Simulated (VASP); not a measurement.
A run of VASP 6.6.1 is set up as follows.

File INCAR:

```
PREC = Accurate
ENCUT = 600
EDIFF = 1E-6
ISMEAR = 0
SIGMA = 0.15
LREAL = F
LASPH = T
NELM = 120
ALGO = Normal
ISIF = 2
LWAVE = F
LCHARG = F
NBANDS = 46
GGA_COMPAT = F
```

File KPOINTS:

```
regular mesh
0
Gamma
  14 14 4
```

POSCAR

```
TaN
1.0
   -3.1035877079      0.0000000000      0.0000000000
   -1.5517938539     -2.6877857979      0.0000000000
    0.0000000000      0.0000000000     12.0200957435
Ta N
4 4
Direct
    0.3333333333      0.3333333333      0.0148751535
    0.3333333333      0.3333333333      0.5148751535
    0.6666666667      0.6666666667      0.2648751535
    0.6666666667      0.6666666667      0.7648751535
    0.3333333333      0.3333333333      0.1776248465
    0.3333333333      0.3333333333      0.6776248465
    0.6666666667      0.6666666667      0.4276248465
    0.6666666667      0.6666666667      0.9276248465
```

Potentials or basis: VASP PAW LDA potentials, release 64 (Ta_sv_GW, N).

Command:

```bash
$ cat potpaw_LDA.64/Ta_sv_GW/POTCAR potpaw_LDA.64/N/POTCAR > POTCAR
$ mpirun -np 1 vasp_std > vasp.out
```

Question: Predict the band gap on the k mesh.

Answer: Zero (bands 36 and 37 overlap by 0.32 eV).

Question: Predict the pressure.

Answer: 0.9 GPa.

Question: What does it give for the largest force?

Answer: 0.013 eV/Å.

Stress tensor (GPa, compression positive):
```
0.74 0.00 0.00
0.00 0.74 0.00
0.00 0.00 1.29
```

Caveat: spin-orbit coupling is left out, which moves the levels of the heavy elements.
